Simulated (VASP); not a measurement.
Set up this calculation in VASP 6.6.1, as the native input.

* Task: single point
* Functional: r2SCAN
* Potentials or basis: VASP PAW PBE potentials, release 64 (Si, C)
* Cutoff: 520 eV
* k mesh: 12 × 12 × 6
* Occupations: gaussian, width 0.05 eV
* Spin: no spin polarisation
* Dipole correction: no
* Further INCAR settings: ALGO = Normal; EDIFF = 1e-06; NBANDS = 16

Crystal: SiC.

```
Si C
1.0
     3.07600    0.00000    0.00000
    -1.53800    2.66389    0.00000
     0.00000    0.00000    5.04800
Si C
2 2
Cartesian
  0.0000 2.0759 0.0000
  1.5380 0.5880 2.5240
  0.0000 1.5060 1.9435
  1.5380 1.1579 4.4675
```

This cell differs from its parent crystal: atoms displaced along a vibrational mode.

The input as run:

POSCAR

```
SiC
1.0
    3.0759982064      0.0000000000      0.0000000000
   -1.5379991032      2.6638925888      0.0000000000
    0.0000000000      0.0000000000      5.0480000000
Si C
2 2
Direct
    0.3896419100      0.7792838200      0.0000000000
    0.6103580900      0.2207161800      0.5000000000
    0.2826696749      0.5653393497      0.3850000000
    0.7173303251      0.4346606503      0.8850000000
```

INCAR.step1

```
SYSTEM = SiC
PREC = Accurate
ENCUT = 520
ISMEAR = 0
SIGMA = 0.05
LREAL = .False.
LASPH = .True.
NELM = 100
NBANDS = 16
GGA = PE
ALGO = Normal
EDIFF = 1E-4
LWAVE = .True.
LCHARG = .False.
```

INCAR.step2

```
SYSTEM = SiC
PREC = Accurate
ENCUT = 520
EDIFF = 1E-6
ISMEAR = 0
SIGMA = 0.05
LREAL = .False.
LASPH = .True.
NELM = 100
ALGO = Normal
ISIF = 2
LWAVE = .False.
LCHARG = .False.
METAGGA = R2SCAN
LMIXTAU = .True.
NBANDS = 16
ISTART = 1
```

KPOINTS

```
regular mesh
0
Gamma
  12 12 6
  0 0 0
```

Potentials or basis: VASP PAW PBE potentials, release 64 (Si, C).

Launch:

```console
$ cat potpaw_PBE.64/Si/POTCAR potpaw_PBE.64/C/POTCAR > POTCAR
$ cp INCAR.step1 INCAR
$ mpirun -np 1 vasp_std > vasp.out
$ cp INCAR.step2 INCAR
$ mpirun -np 1 vasp_std > vasp.out
```

Results of the run:

```yaml
Pressure: -0.9 GPa
Largest_force: 2.451 eV/Å
Band_gap_on_the_k_mesh: 1.53 eV (least direct gap 3.66 eV)
```

Caveat: the cell differs from its parent crystal (atoms displaced along a vibrational mode); the PAW data sets were made with another functional, which shifts forces and pressure a little.

Run time: 4 min on 1 thread of AMD EPYC 9R45 (Zen 5), with other jobs on the host, peak memory 0.19 GiB.
